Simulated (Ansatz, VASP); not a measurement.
Two plane-wave programs on Li16H

```xyz
17
Lattice="6.9800 0.0000 0.0000 0.0000 6.9800 0.0000 0.0000 0.0000 6.9800" Properties=species:S:1:pos:R:3 pbc="T T T"
Li   -0.0210   -0.0295    0.0006
Li    3.5074   -0.0246    0.0008
Li    0.0491    3.4213    0.0013
Li    0.0115    0.0053    3.4910
Li    1.7456    1.8102    1.7016
Li    3.4413    3.4222    0.0013
Li    3.4813    0.0040    3.4911
Li    5.2372    1.7119    1.7930
Li   -0.0468    3.5246    3.4951
Li    1.7453    5.2587    1.7628
Li    1.7456    1.8124    5.2797
Li    3.5374    3.5243    3.4950
Li    5.2355    5.2310    1.7362
Li    5.2373    1.7109    5.1884
Li    1.7452    5.2696    5.2093
Li    5.2353    5.2282    5.2502
H     1.7567    2.6049    0.0251
```

Alike in both runs: functional PBEsol; k mesh 3 × 3 × 3; occupations fermi-dirac, width 0.05 eV; no spin polarisation.

Ansatz relaxed the structure, and its values are those at the end. VASP's run is a single point on that final structure, the one shown.

```csv
,VASP,Ansatz
version,VASP 6.6.1,Ansatz 0.2.0
potentials or method,"VASP PAW PBE potentials, release 64 (Li_sv, H), cutoff 520 eV","scalar-relativistic, plane waves, PAW"
valence electrons in the cell,49,49
```

|  | VASP | Ansatz | Ansatz less VASP |
| --- | --- | --- | --- |
| rms of the force components (eV/Å) | 0.014 | 0.014 | 0.0000 |

VASP's potentials were made for PBE, not for PBEsol.

Noted on VASP's run: the cutoff is short for stress, so the pressure is rough.
